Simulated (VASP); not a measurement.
A run of VASP 6.6.1:

Contents of INCAR:

```
SYSTEM = Nb
PREC = Accurate
ENCUT = 500
EDIFF = 1E-8
ISMEAR = -1
SIGMA = 0.1
LREAL = .False.
LASPH = .True.
NELM = 120
ALGO = Normal
ISIF = 2
LWAVE = .False.
LCHARG = .True.
GGA = PE
IBRION = 8
NSW = 1
GGA_COMPAT = .False.
```

KPOINTS

```
Automatic mesh
0
Gamma
  4 4 4
  0 0 0
```

The input POSCAR:

```
Nb
1.0
   -1.6549100000      1.6549100000      1.6549100000
    1.6549100000     -1.6549100000      1.6549100000
    1.6549100000      1.6549100000     -1.6549100000
Nb
1
Direct
    0.0000000000      0.0000000000      0.0000000000
```

Potentials or basis: VASP PAW PBE potentials, release 64 (Nb_sv).

Run with:

```sh
$ cat potpaw_PBE.64/Nb_sv/POTCAR > POTCAR
$ mpirun -np 1 vasp_std > vasp.out
```

Hardware: 1 thread of Intel Xeon 6975P-C, on a shared host.

Problem. How long does it take, and how much memory?

Solution. Wall time 15 s on 1 thread of Intel Xeon 6975P-C, with other jobs on the host, peak memory 0.14 GiB. Counts: scf iterations 36, k points 8.
